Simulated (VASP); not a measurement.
EuS:

```
Eu S
1.0
     0.00000    2.97850    2.97850
     2.97850    0.00000    2.97850
     2.97850    2.97850    0.00000
Eu S
1 1
Direct
  0.00000 0.00000 0.00000
  0.50000 0.50000 0.50000
```

Base run:

| Property | Result |
| --- | --- |
| Program | VASP 6.6.1 |
| Functional | LDA |
| Potentials or basis | VASP PAW PBE potentials, release 64 (Eu, S) |
| Cutoff | 600 eV |
| k mesh | 8 × 8 × 8 |
| Occupations | fermi-dirac, width 0.05 eV |
| Spin | collinear spin, ferromagnetic start |
| Starting moments | [7.0, 0.0] μB |
| Hubbard terms | Eu f U = 4.0 eV |

Its results: band gap on the k mesh zero (filled and empty bands overlap); pressure -4.8 GPa; net moment 7.00 μB per cell; site moments Eu +6.71; S -0.06 μB.

Question: After a change of settings the same cell gave: band gap on the k mesh zero (filled and empty bands overlap); pressure 0.1 GPa; net moment 7.00 μB per cell; site moments Eu +6.69; S -0.07 μB. Which change was it?
A. functional from LDA to PBE
B. functional from LDA to r2SCAN; cutoff from 600 eV to 800 eV; hubbard terms from Eu f U = 4.0 eV to none
C. functional from LDA to PBEsol; hubbard terms from Eu f U = 4.0 eV to none

Answer: A.

PBE binds less tightly than LDA, so the same cell stands under more pressure.

Caveats: spin-orbit coupling is left out, which moves the levels of the heavy elements; a cell with one magnetic atom can't hold antiferromagnetic order, which such compounds often take; the cell stands under tension (at least some runs); the PAW data sets were made with another functional, which shifts forces and pressure a little (at least some runs).
